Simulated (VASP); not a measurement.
# GaC18 in VASP: single point with LDA

Aim: the single point of GaC18 with LDA.

All numbers are computed with VASP 6.6.1; they aren't measurements. Logs are shortened: lines on timing, memory, paths and dates and some standing lists are left out, and cuts for length are marked.

## (1) The cell of the first run

The cell holds a slab with vacuum, 19 atoms: a = 7.398 Å, b = 7.398 Å, c = 12.000 Å, α = 90.00°, β = 90.00°, γ = 120.00°.

## (2) Single point, LDA, collinear spin, zero start

File INCAR:

```
SYSTEM = GaC18
ALGO = Normal ; EDIFF = 1E-6
ENCUT = 520 ; GGA = CA
ISIF = 2 ; ISMEAR = -1
ISPIN = 2 ; LASPH = .TRUE.
LCHARG = .FALSE. ; LORBIT = 11
LREAL = Auto ; LWAVE = .FALSE.
MAGMOM = 0 0 0 0 0 0 0 0 0 0 0 0 0 0 0 0 0 0 0 ; NBANDS = 62
NELM = 150 ; PREC = Accurate
SIGMA = 0.05
```

File KPOINTS:

```
k-points
0
G
  2 2 1
  0 0 0
```

File POSCAR:

```
GaC18
1.0
    7.3980000000      0.0000000000      0.0000000000
   -3.6990000000      6.4068560000      0.0000000000
    0.0000000000      0.0000000000     12.0000000000
C Ga
18 1
Direct
    0.0039300092      0.0018467716      0.0822196667
    0.2261416896      0.1129527494      0.0821890833
    0.0032333034      0.3338172420      0.0821394167
    0.2268208231      0.4455829817      0.0819609167
    0.0032339393      0.6691786112      0.0821490000
    0.2268210898      0.7810003846      0.0819709167
    0.3377897109      0.0028992379      0.0822478333
    0.5594923223      0.1129597731      0.0822036667
    0.3377898384      0.3346521289      0.0822421667
    0.5594932486      0.4462954997      0.0822025833
    0.3386483290      0.6692071743      0.0818890833
    0.5605590923      0.7801614396      0.0822123333
    0.6705993390      0.0018502055      0.0822004167
    0.8923049777      0.1119286901      0.0823510000
    0.6695829609      0.3346733562      0.0823865833
    0.8914650995      0.4456149787      0.0822229167
    0.6706004500      0.6685126059      0.0822006667
    0.8923051585      0.7801380271      0.0823560000
    1.1191530593      0.5593401818      0.2556550000
```

Potentials or basis: VASP PAW LDA potentials, release 64 (C, Ga_d).

Run with:

```
$ cat potpaw_LDA.64/C/POTCAR potpaw_LDA.64/Ga_d/POTCAR > POTCAR
$ mpirun -np 1 vasp_std > vasp.out
```

OUTCAR:

```text
SYSTEM = GaC18
   EDIFF = 1E-6
   ENCUT = 520
   GGA = CA
   ISIF = 2
   ISMEAR = -1
   ISPIN = 2
   LASPH = .TRUE.
   LORBIT = 11
   LREAL = Auto
   NELM = 150
   PREC = Accurate

 ion  position               nearest neighbor table
   1  0.004  0.002  0.082-  14 1.42  18 1.42   2 1.42
   2  0.226  0.113  0.082-   9 1.42   7 1.42   1 1.42
   3  0.003  0.334  0.082-  14 1.42  16 1.43   4 1.43
   4  0.227  0.446  0.082-   9 1.42   3 1.43  11 1.43
   5  0.003  0.669  0.082-  18 1.42  16 1.43   6 1.43
   6  0.227  0.781  0.082-   7 1.42   5 1.43  11 1.43
[... 10 lines left out ...]
  17  0.671  0.669  0.082-  12 1.42  18 1.42  10 1.42
  18  0.892  0.780  0.082-  17 1.42   1 1.42   5 1.42
  19  0.119  0.559  0.256-

  LATTYP: Found a hexagonal cell.
 ALAT       =     7.3980000000
 C/A-ratio  =     1.6220600162

  Lattice vectors:

 A1 = (   7.3980000000,   0.0000000000,   0.0000000000)
 A2 = (  -3.6990000000,   6.4068560000,   0.0000000000)
 A3 = (   0.0000000000,   0.0000000000,  12.0000000000)

Analysis of symmetry for initial positions (statically):
=====================================================================
 Subroutine PRICEL returns:
 Original cell was already a primitive cell.

 Routine SETGRP: Setting up the symmetry group for a
 hexagonal supercell.

 Subroutine GETGRP returns: Found  1 space group operations
 (whereof  1 operations were pure point group operations)
 out of a pool of 24 trial point group operations.

The static configuration has the point symmetry C_1 .

Analysis of symmetry for dynamics (positions and initial velocities):
=====================================================================
 Subroutine PRICEL returns:
 Original cell was already a primitive cell.

 Routine SETGRP: Setting up the symmetry group for a
 hexagonal supercell.

 Subroutine GETGRP returns: Found  1 space group operations
 (whereof  1 operations were pure point group operations)
 out of a pool of 24 trial point group operations.

The dynamic configuration has the point symmetry C_1 .

Analysis of structural, dynamic, and magnetic symmetry:
=====================================================================
 Subroutine PRICEL returns:
 Original cell was already a primitive cell.

 Routine SETGRP: Setting up the symmetry group for a
 hexagonal supercell.

 Subroutine GETGRP returns: Found  1 space group operations
 (whereof  1 operations were pure point group operations)
 out of a pool of 24 trial point group operations.

The overall configuration has the point symmetry C_1 .

 Subroutine INISYM returns: Found  1 space group operations
 (whereof  1 operations are pure point group operations),
 and found     1 'primitive' translations

----------------------------------------------------------------------------------------

                                     Primitive cell

  volume of cell :     568.7750

  direct lattice vectors                    reciprocal lattice vectors
     7.398000000  0.000000000  0.000000000     0.135171668  0.078041398  0.000000000
    -3.699000000  6.406856000  0.000000000     0.000000000  0.156082796  0.000000000
     0.000000000  0.000000000 12.000000000     0.000000000  0.000000000  0.083333333

  length of vectors
     7.398000000  7.398000054 12.000000000     0.156082797  0.156082796  0.083333333

  position of ions in fractional coordinates (direct lattice)
     0.003930009  0.001846772  0.082219667
     0.226141690  0.112952749  0.082189083
     0.003233303  0.333817242  0.082139417
     0.226820823  0.445582982  0.081960917
     0.003233939  0.669178611  0.082149000
     0.226821090  0.781000385  0.081970917
[... 11 lines left out ...]
     0.892305159  0.780138027  0.082356000
     0.119153059  0.559340182  0.255655000

  ion indices of the primitive-cell ions
   primitive index   ion index
                 1           1
                 2           2
                 3           3
                 4           4
                 5           5
                 6           6
[... 11 lines left out ...]
                18          18
                19          19

----------------------------------------------------------------------------------------

 KPOINTS: k-points

Automatic generation of k-mesh.
 Grid dimensions read from file:
 generate k-points for:    2    2    1

 Generating k-lattice:

  Cartesian coordinates                     Fractional coordinates (reciprocal lattice)
     0.067585834  0.039020699  0.000000000     0.500000000  0.000000000  0.000000000
     0.000000000  0.078041398  0.000000000     0.000000000  0.500000000  0.000000000
     0.000000000  0.000000000  0.083333333     0.000000000  0.000000000  1.000000000

  Length of vectors
     0.078041399  0.078041398  0.083333333

  Shift w.r.t. Gamma in fractional coordinates (k-lattice)
     0.000000000  0.000000000  0.000000000

 Subroutine IBZKPT returns following result:
 ===========================================

 Found      4 irreducible k-points:

 Following reciprocal coordinates:
            Coordinates               Weight
  0.000000  0.000000  0.000000      1.000000
  0.500000  0.000000  0.000000      1.000000
  0.000000  0.500000  0.000000      1.000000
  0.500000  0.500000  0.000000      1.000000
   k-points           NKPTS =      4   k-points in BZ     NKDIM =      4   number of bands    NBANDS=     62
   number of dos      NEDOS =    301   number of ions     NIONS =     19
   total plane-waves  NPLWV = 282240
   dimension x,y,z NGX =    56 NGY =   56 NGZ =   90
   dimension x,y,z NGXF=   112 NGYF=  112 NGZF=  180
   ions per type =              18   1
   NGX,Y,Z   is equivalent  to a cutoff of  12.58, 12.58, 12.47 a.u.
   NGXF,Y,Z  is equivalent  to a cutoff of  25.17, 25.17, 24.94 a.u.
 SYSTEM =  GaC18
   PREC   = accura    normal or accurate (medium, high low for compatibility)
   ISTART =      0    job   : 0-new  1-cont  2-samecut
   ICHARG =      2    charge: 1-file 2-atom 10-const
   ISPIN  =      2    spin polarized calculation?
   LNONCOLLINEAR =      F non collinear calculations
   LSORBIT =      F    spin-orbit coupling
   LASPH  =      T    aspherical Exc in radial PAW
   ENCUT  =  520.0 eV  38.22 Ry    6.18 a.u.  13.76 13.76 22.31*2*pi/ulx,y,z
   NELM   =    150;   NELMIN=  2; NELMDL= -5     # of ELM steps
   EDIFF  = 0.1E-05   stopping-criterion for ELM
   LREAL  =      T    real-space projection
   EDIFFG = 0.1E-04   stopping-criterion for IOM
   NSW    =      0    number of steps for IOM
   IBRION =     -1    ionic relax: 0-MD 1-quasi-New 2-CG
   NFREE  =      0    steps in history (QN), initial steepest desc. (CG)
   ISIF   =      2    stress and relaxation
   ISYM   =      2    0-nonsym 1-usesym 2-fastsym
   POTIM  = 0.5000    time-step for ionic-motion
   TEBEG  =    0.0;   TEEND  =   0.0 temperature during run
   PSTRESS=    0.0 pullay stress
   NELECT =      85.0000    total number of electrons
   NUPDOWN=      -1.0000    fix difference up-down
   EMIN   =  10.00;   EMAX   =-10.00  energy-range for DOS
   EFERMI =   0.00;   METHOD = LEGACY
   ISMEAR =    -1;   SIGMA  =   0.05  broadening in eV -4-tet -1-fermi 0-gaus
   EFERMI_NEDOS =   21; number of points for ismear=-14 and -15
   IALGO  =     38    algorithm
   IMIX   =      4    mixing-type and parameters
     AMIX     =   0.40;   BMIX     =  1.00
     AMIX_MAG =   1.60;   BMIX_MAG =  1.00
  volume/ion in A,a.u.               =      29.94       202.01
  Fermi-wavevector in a.u.,A,eV,Ry     =   0.868762  1.641723 10.268969  0.754748
  Thomas-Fermi vector in A             =   1.987487
   LORBIT       =     11    0 simple, 1 ext, 2 COOP (PROOUT), +10 PAW based schemes
   GGA     = CA    functional components
   LHFCALC =     F    Hartree Fock is set to
   AEXX    =    0.0000 exact exchange contribution
   IVDW    =     0    specifies the selected vdW correction
   LEPSILON=     F    determine dielectric tensor
   LRPA    =     F    only Hartree local field effects (RPA)
 spin polarized calculation
  energy-cutoff  :      520.00
  volume of cell :      568.78
 maximum number of plane-waves:     15363
 NGX is ok and might be reduce to    56
   NGX = 27   NGY = 27   NGZ = 45

 number of electron      85.0000003 magnetization       0.0000000

 number of electron      85.0000003 magnetization      -0.0000000

 Free energy of the ion-electron system (eV)
  ---------------------------------------------------
  ext. energy  EPLUGINS =         0.00000000
  ---------------------------------------------------
  free energy    TOTEN  =      -183.44224961 eV

  energy without entropy =     -183.44224867  energy(sigma->0) =     -183.44224914

 E-fermi :  -0.7349     XC(G=0):  -4.2040

 val. band max:       -1.4516762055   @ k =   0.0000   0.0000   0.0000
 cond. band min:       0.0008180186   @ k =   0.5000   0.0000   0.0000
 fundamental gap:      1.4524942241
 Fermi energy:        -0.7349135711

 spin component 1

 k-point     1 :       0.0000    0.0000    0.0000
  band No.  band energies     occupation
      1     -20.7424      1.00000
      2     -18.4211      1.00000
      3     -18.2355      1.00000
      4     -18.2352      1.00000
      5     -17.9989      1.00000
      6     -17.9988      1.00000
[... 46 lines left out ...]
     53       3.4148      0.00000
     54       3.5466      0.00000
[... 169 lines left out ...]
     53       3.8588      0.00000
     54       3.9389      0.00000
 Fermi energy:        -0.7349135711

 spin component 2

 k-point     1 :       0.0000    0.0000    0.0000
  band No.  band energies     occupation
      1     -20.7424      1.00000
      2     -18.4211      1.00000
      3     -18.2355      1.00000
      4     -18.2352      1.00000
      5     -17.9989      1.00000
      6     -17.9988      1.00000
[... 46 lines left out ...]
     53       3.4148      0.00000
     54       3.5466      0.00000
[... 169 lines left out ...]
     53       3.8588      0.00000
     54       3.9389      0.00000
 [bands above 54 left out]

------------------------ aborting loop because EDIFF is reached ----------------------------------------

  FORCE on cell =-STRESS in cart. coord.  units (eV):
  Direction    XX          YY          ZZ          XY          YZ          ZX
  --------------------------------------------------------------------------------------
  -------------------------------------------------------------------------------------
  Total       -5.4036397     -5.3890940     -0.0280895     -0.0105321     -0.0208444     -0.0355518
  in kB      -15.2214642    -15.1804905     -0.0791250     -0.0296677     -0.0587164     -0.1001454
  external PRESSURE =     -10.1603599 kB  Pullay stress =       0.0000000 kB

 VOLUME and BASIS-vectors are now :
 -----------------------------------------------------------------------------
  energy-cutoff  :      520.00
  volume of cell :      568.78
      direct lattice vectors                 reciprocal lattice vectors
     7.398000000  0.000000000  0.000000000     0.135171668  0.078041398  0.000000000
    -3.699000000  6.406856000  0.000000000     0.000000000  0.156082796  0.000000000
     0.000000000  0.000000000 12.000000000     0.000000000  0.000000000  0.083333333

 POSITION                                       TOTAL-FORCE (eV/Angst)
 -----------------------------------------------------------------------------------
      0.02224      0.01183      0.98664        -0.003488     -0.000870      0.002948
      1.25518      0.72367      0.98627        -0.000852     -0.000969     -0.002579
     -1.21087      2.13872      0.98567        -0.002552     -0.005831     -0.012814
      0.02981      2.85479      0.98353         0.008381      0.003943     -0.005802
     -2.45137      4.28733      0.98579        -0.004822     -0.001046     -0.013045
     -1.21090      5.00376      0.98365         0.006628      0.005242     -0.006408
[... 11 lines left out ...]
      3.71554      4.99823      0.98827         0.001361      0.004350      0.002773
     -1.18750      3.58361      3.06786        -0.016672     -0.008428      0.051011
 -----------------------------------------------------------------------------------
    total drift:                                0.014997      0.000523      0.035177

  FREE ENERGIE OF THE ION-ELECTRON SYSTEM (eV)
  ---------------------------------------------------
  free  energy   TOTEN  =      -183.4422496073 eV

  energy  without entropy=     -183.4422486652  energy(sigma->0) =     -183.44224914

 total charge

# of ion       s       p       d       tot
------------------------------------------
    1        0.852   1.798   0.000   2.650
    2        0.852   1.799   0.000   2.651
    3        0.851   1.791   0.000   2.642
    4        0.851   1.791   0.000   2.642
    5        0.851   1.791   0.000   2.642
    6        0.851   1.791   0.000   2.642
[... 11 lines left out ...]
   18        0.851   1.805   0.000   2.656
   19        1.224   0.277   9.955  11.456
--------------------------------------------------
tot         16.551  32.643   9.955  59.149

 magnetization (x)

# of ion       s       p       d       tot
------------------------------------------
    1       -0.000   0.000   0.000  -0.000
    2       -0.000  -0.000   0.000  -0.000
    3       -0.000   0.000   0.000  -0.000
    4       -0.000  -0.000   0.000  -0.000
    5       -0.000   0.000   0.000   0.000
    6        0.000   0.000   0.000   0.000
[... 11 lines left out ...]
   18        0.000  -0.000   0.000   0.000
   19       -0.000  -0.000  -0.000  -0.000
--------------------------------------------------
tot         -0.000   0.000  -0.000  -0.000
```

It took 16 min on 1 thread of Intel Xeon Platinum 8375C at 2.90GHz (Ice Lake), shared host; peak memory 0.58 GiB.

What came out:

```
Free energy                                           : -183.4422 eV
Largest force                                         : 0.054 eV/Å
Net moment                                            : 0.00 μB per cell
Valence electrons inside the program's atomic spheres : C 2.65, 2.64, 2.66 (each value once); Ga 11.46
```

Forces on the atoms (eV/Å):
```
C   -0.003 -0.001  0.003
C   -0.001 -0.001 -0.003
C   -0.003 -0.006 -0.013
C    0.008  0.004 -0.006
C   -0.005 -0.001 -0.013
C    0.007  0.005 -0.006
C    0.006 -0.003  0.003
C    0.002 -0.005  0.003
C    0.002  0.007  0.004
C   -0.002  0.005  0.004
C    0.007  0.006 -0.015
C    0.003  0.000  0.000
C   -0.002 -0.010 -0.003
C    0.005 -0.001  0.002
C    0.003  0.004 -0.001
C   -0.001 -0.002 -0.010
C   -0.010  0.003 -0.003
C    0.001  0.004  0.003
Ga  -0.017 -0.008  0.051
```

Levels at points of the mesh, in eV from the Fermi level:
Spin up:
```
           k point  band 39  band 40  band 41  band 42  band 43  band 44  band 45  band 46
(0.00, 0.00, 0.00)    -3.63    -3.63    -0.92    -0.92    -0.72    -0.72     1.77     1.77
(0.50, 0.00, 0.00)    -3.57    -3.31    -3.12    -3.00     0.74     1.24     1.26     1.40
(0.00, 0.50, 0.00)    -3.57    -3.31    -3.12    -3.00     0.74     1.24     1.26     1.40
(0.50, 0.50, 0.00)    -3.57    -3.31    -3.12    -3.00     0.74     1.24     1.26     1.40
```
Spin down:
```csv
k point,band 40,band 41,band 42,band 43,band 44,band 45
"(0.00, 0.00, 0.00)",-3.63,-0.92,-0.92,-0.72,-0.72,1.77
"(0.50, 0.00, 0.00)",-3.31,-3.12,-3.00,0.74,1.24,1.26
"(0.00, 0.50, 0.00)",-3.31,-3.12,-3.00,0.74,1.24,1.26
"(0.50, 0.50, 0.00)",-3.31,-3.12,-3.00,0.74,1.24,1.26
```

Caveat: the k points lie up to 0.49 Å⁻¹ apart.
